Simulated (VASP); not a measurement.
Wanted: the native input for a VASP 6.6.1 run.

```
Task                   : single point
Functional             : PBE
Potentials or basis    : VASP PAW PBE potentials, release 64 (Si, C)
Cutoff                 : 520 eV
k mesh                 : 12 × 12 × 4
Occupations            : gaussian, width 0.01 eV
Spin                   : no spin polarisation
Dipole correction      : no
Further INCAR settings : ALGO = Normal; EDIFF = 1e-06; NBANDS = 16
```

The structure of SiC (Moissanite) lies in POSCAR:

```
SiC
1.0
    3.0919000310      0.0000000000      0.0000000000
   -1.5459500155      2.6776639728      0.0000000000
    0.0000000000      0.0000000000      5.0740420843
Si C
2 2
Direct
    0.3333333333      0.6666666667      0.0045781942
    0.6666666667      0.3333333333      0.5045781942
    0.3333333333      0.6666666667      0.3804218058
    0.6666666667      0.3333333333      0.8804218058
```

The input as run:

INCAR

```
  PREC = Accurate
  ENCUT = 520
  EDIFF = 1E-6
  ISMEAR = 0
  SIGMA = 0.01
  LREAL = False
  LASPH = True
  NELM = 100
  ALGO = Normal
  ISIF = 2
  LWAVE = False
  LCHARG = True
  GGA = PE
  LELF = True
  LVHAR = True
  NBANDS = 16
```

KPOINTS

```
regular mesh
0
Gamma
  12 12 4
```

Potentials or basis: VASP PAW PBE potentials, release 64 (Si, C).

Run with:

```bash
$ cat potpaw_PBE.64/Si/POTCAR potpaw_PBE.64/C/POTCAR > POTCAR
$ mpirun -np 1 vasp_std > vasp.out
```

It gave:

| Quantity | Value |
| --- | --- |
| Pressure | 0.0 GPa |
| Band gap on the k mesh | 2.30 eV, indirect (least direct gap 3.94 eV) |

It took 22 s on 1 thread of AMD EPYC 9R45 96-Core Processor (Zen 5), with other jobs on the host, peak memory 0.14 GiB.
